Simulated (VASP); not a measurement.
Set up this calculation in VASP 6.6.1, as the native input.

- Task: relaxation of cell and atoms
- Functional: PBE
- Potentials or basis: VASP PAW PBE potentials, release 64 (Au)
- Cutoff: 600 eV
- k mesh: 18 × 18 × 6
- Occupations: gaussian, width 0.1 eV
- Spin: no spin polarisation
- Dipole correction: no
- Further INCAR settings: ALGO = Fast; EDIFF = 1e-06; IBRION = 2; EDIFFG = -0.01; NSW = 100; ISIF = 3

The structure of Au lies in POSCAR:

```
Au
1.0
    2.9735437482      0.0000000000      0.0000000000
   -1.4867718741      2.5751644252      0.0000000000
    0.0000000000      0.0000000000      9.4442780329
Au
4
Direct
    0.0000000000      0.0000000000      0.0000000000
    0.0000000000      0.0000000000      0.5000000000
    0.3333333333      0.6666666667      0.7500000000
    0.6666666667      0.3333333333      0.2500000000
```

This isn't the form of Au at room conditions, which is fcc.

The input as run:

INCAR

```
SYSTEM = Au
PREC     = Accurate       ! precision mode
ENCUT    = 600            ! plane-wave cutoff, eV
EDIFF    = 1E-6           ! SCF threshold, eV
ISMEAR   = 0              ! smearing method
SIGMA    = 0.1            ! smearing width, eV
LREAL    = .False.        ! projectors in reciprocal space
LASPH    = .True.         ! aspherical terms in the spheres
NELM     = 100            ! most SCF steps
ALGO     = Fast           ! electronic algorithm
ISIF     = 3              ! what is computed and relaxed
LWAVE    = .False.        ! write WAVECAR
LCHARG   = .False.        ! write CHGCAR
GGA      = PE             ! functional
IBRION   = 2              ! ionic algorithm
NSW      = 100            ! ionic steps
EDIFFG   = -0.01          ! ionic threshold
```

KPOINTS

```
Automatic mesh
0
Gamma
  18 18 6
  0 0 0
```

Potentials or basis: VASP PAW PBE potentials, release 64 (Au).

The run is started by

```sh
$ cat potpaw_PBE.64/Au/POTCAR > POTCAR
$ mpirun -np 1 vasp_std > vasp.out
```

Results of the run:

```json
{
  "Relaxed volume": "17.95 Å³/atom",
  "Relaxed cell": "a = 2.930 Å, b = 2.930 Å, c = 9.659 Å, α = 90.00°, β = 90.00°, γ = 120.00°",
  "Space group after relaxing (to 0.1 Å)": "P6_3/mmc (No. 194)",
  "Energy gained by relaxing": "3.6 meV/atom",
  "Ionic steps": "7",
  "Pressure after relaxing": "0.1 GPa",
  "Band gap on the k mesh": "zero (bands 22 and 23 overlap by 5.02 eV)"
}
```

Caveat: spin-orbit coupling is left out, which moves the levels of the heavy elements.

Wall time 15 min on 1 thread of Intel(R) Xeon(R) Platinum 8259CL CPU @ 2.50GHz (Skylake/Cascade Lake), with other jobs on the host, peak memory 0.4 GiB.
